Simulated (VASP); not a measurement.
A run of VASP 6.6.1 is set up as follows.

File POSCAR:

```
Te2Mo
1.0
    1.7734078909      1.0238775232      7.1041367320
   -1.7734078909      1.0238775232      7.1041367320
    0.0000000000     -2.0477550464      7.1041367320
Mo Te
1 2
Direct
   -0.0000368534     -0.0000368534     -0.0000368534
    0.4174226658      0.4174226658      0.4174226658
    0.2492808544      0.2492808544      0.2492808544
```

INCAR.step1

```
SYSTEM = Te2Mo
PREC = Accurate
ENCUT = 520
ISMEAR = 0
SIGMA = 0.01
LREAL = .FALSE.
LASPH = .TRUE.
NELM = 100
NBANDS = 20
GGA = PE
ALGO = Normal
EDIFF = 1E-4
LWAVE = .TRUE.
LCHARG = .FALSE.
```

The input INCAR.step2:

```
SYSTEM = Te2Mo
PREC = Accurate
ENCUT = 520
EDIFF = 1E-6
ISMEAR = 0
SIGMA = 0.01
LREAL = .FALSE.
LASPH = .TRUE.
NELM = 100
ALGO = Normal
ISIF = 2
LWAVE = .FALSE.
LCHARG = .FALSE.
METAGGA = R2SCAN
LMIXTAU = .TRUE.
NBANDS = 20
ISTART = 1
```

The input KPOINTS:

```
regular mesh
0
G
  6 6 6
  0 0 0
```

Potentials or basis: VASP PAW PBE potentials, release 64 (Mo_sv, Te).

Launch:

```sh
$ cat potpaw_PBE.64/Mo_sv/POTCAR potpaw_PBE.64/Te/POTCAR > POTCAR
$ cp INCAR.step1 INCAR
$ mpirun -np 1 vasp_std > vasp.out
$ cp INCAR.step2 INCAR
$ mpirun -np 1 vasp_std > vasp.out
```

Problem. Predict the band gap on the k mesh.

Solution. 0.97 eV (least direct gap 1.15 eV).

Problem. What does it give for the pressure?

Solution. 1.3 GPa.

Forces on the atoms (eV/Å):
```
Mo   0.000  0.000  0.003
Te   0.000  0.000 -0.001
Te   0.000  0.000 -0.002
```

Caveat: the PAW data sets were made with another functional, which shifts forces and pressure a little; spin-orbit coupling is left out, which moves the levels of the heavy elements. A k mesh can miss the band edges.
